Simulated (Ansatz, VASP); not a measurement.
# Sn: VASP beside Ansatz

File INCAR:

```
ALGO = Normal
EDIFF = 1E-8
ENCUT = 520
GGA = PE
ISIF = 2
ISMEAR = -1
LASPH = T
LCHARG = F
LEFG = T
LREAL = F
LWAVE = F
NBANDS = 21
NELM = 60
PREC = Accurate
SIGMA = 0.03
```

Contents of KPOINTS:

```
k-points
0
Gamma
  9 9 9
```

The input POSCAR:

```
Sn
1.0
    0.0000000000      3.2670946662      3.2670946662
    3.2670946662      0.0000000000      3.2670946662
    3.2670946662      3.2670946662      0.0000000000
Sn
2
Direct
    0.5000000000      0.5000000000      0.5000000000
    0.7500000000      0.7500000000      0.7500000000
```

Input for Ansatz:

```yaml
crystal:
  lattice:
    - [0.0, 3.2670946662, 3.2670946662]
    - [3.2670946662, 0.0, 3.2670946662]
    - [3.2670946662, 3.2670946662, 0.0]
  atoms:
    - { symbol: Sn, position: [0.5, 0.5, 0.5] }
    - { symbol: Sn, position: [0.75, 0.75, 0.75] }
kpoints:
  mp_grid: { grid: [9, 9, 9] }
scf:
  occupations: { method: fermi_dirac, width: 0.03 }
hamiltonian:
  xc: pbe
  pseudopotentials: { kind: all_electron, datasets: crystal }
output:
  forces: true
  stress: true
  eigenvalues: true
  efg: { contact_densities: true }
```

Change from the starting cell: volume scaled by 1.02, crystal datasets.

Alike in both runs: task electric field gradients; functional PBE; k mesh 9 × 9 × 9; occupations fermi-dirac, width 0.03 eV; no spin polarisation.

|  | VASP | Ansatz |
| --- | --- | --- |
| version | VASP 6.6.1 | Ansatz 0.2.0 |
| potentials or method | VASP PAW PBE potentials, release 64 (Sn_d), cutoff 520 eV | all-electron PAW with datasets made for the crystal, scalar-relativistic |

|  | VASP | Ansatz | Ansatz less VASP |
| --- | --- | --- | --- |
| pressure (GPa) | 2.2 | 2.2 | +0.05 |

Ansatz ran all-electron here, and VASP with PAW potentials.
